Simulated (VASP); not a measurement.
# Rh: single point with RPBE

The system is Rh.

```
Rh
1.0
    -2.72894    3.13998    1.33952
     3.13998   -2.72894    1.33952
     1.91106    1.91106   -0.58669
Rh
2
Direct
  0.01022 0.98978 0.00000
  0.73978 0.26022 0.50000
```

* Program: VASP 6.6.1
* Task: single point
* Functional: RPBE
* Potentials or basis: VASP PAW PBE potentials, release 64 (Rh_pv)
* Cutoff: 520 eV
* k mesh: 14 × 14 × 13
* Occupations: fermi-dirac, width 0.1 eV
* Spin: no spin polarisation

```json
{
  "Pressure": "-7.6 GPa",
  "Largest force": "0.043 eV/Å",
  "Band gap on the k mesh": "zero (bands 15 and 16 overlap by 1.72 eV)"
}
```

Forces in eV/Å, atoms in the order of the input:
```
Rh  -0.030  0.030  0.000
Rh   0.030 -0.030  0.000
```

Stress tensor (GPa, compression positive):
```
-7.93 -0.23  0.22
-0.23 -7.93  0.22
 0.22  0.22 -6.80
```

Levels at points of the mesh, in eV from the Fermi level:
```
           k point  band 12  band 13  band 14  band 15  band 16  band 17  band 18  band 19
(0.00, 0.00, 0.00)    -1.51    -1.43    -0.70    -0.32     0.16     1.07     2.63     9.53
(0.50, 0.00, 0.00)    -2.09    -1.44    -1.26    -0.63     0.50     2.12     4.14     4.76
(0.50, 0.50, 0.00)    -2.36    -1.30    -1.20    -1.01    -0.60     0.48     0.70    13.51
```

It took 5.1 min on 1 thread of Intel(R) Xeon(R) Platinum 8259CL CPU @ 2.50GHz (Skylake/Cascade Lake) (shared host), peak memory 0.47 GiB.

Caveat: the cell stands under tension; the PAW data sets were made with another functional, which shifts forces and pressure a little.
